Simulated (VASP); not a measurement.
Here is a VASP 6.6.1 calculation.

Contents of INCAR:

```
SYSTEM = ZrS2
  ALGO = Normal
  EDIFF = 1E-6
  ENCUT = 500
  GGA = PE
  GGA_COMPAT = .FALSE.
  ISIF = 2
  ISMEAR = 0
  IVDW = 12
  LASPH = .TRUE.
  LCHARG = .TRUE.
  LMAXMIX = 4
  LORBIT = 11
  LORBMOM = .TRUE.
  LREAL = .FALSE.
  LSORBIT = .TRUE.
  LVHAR = .TRUE.
  LWAVE = .FALSE.
  MAGMOM = 0 0 0 0 0 0 0 0 0
  NBANDS = 37
  NELM = 200
  PREC = Accurate
  SIGMA = 0.02
```

The input KPOINTS:

```
k-points
0
G
  12 12 6
  0 0 0
```

The input POSCAR:

```
ZrS2
1.0
    3.6346710619      0.0000000000      0.0000000000
   -1.8173355310      3.1477174740      0.0000000000
    0.0000000000      0.0000000000      5.7209341361
Zr S
1 2
Direct
    0.0000000000      0.0000000000      0.0000000000
    0.6666666667      0.3333333333      0.7446994438
    0.3333333333      0.6666666667      0.2553005562
```

Potentials or basis: VASP PAW PBE potentials, release 64 (Zr_sv, S).

Run with:

```sh
$ cat potpaw_PBE.64/Zr_sv/POTCAR potpaw_PBE.64/S/POTCAR > POTCAR
$ mpirun -np 1 vasp_ncl > vasp.out
```

Predict the dispersion energy per atom.

-0.363 eV.

Estimate the net moment.

0.00 μB per cell.

Predict the largest force.

0.008 eV/Å.

Forces on the atoms (eV/Å):
```
Zr   0.000  0.000  0.000
S    0.000  0.000 -0.008
S    0.000  0.000  0.008
```
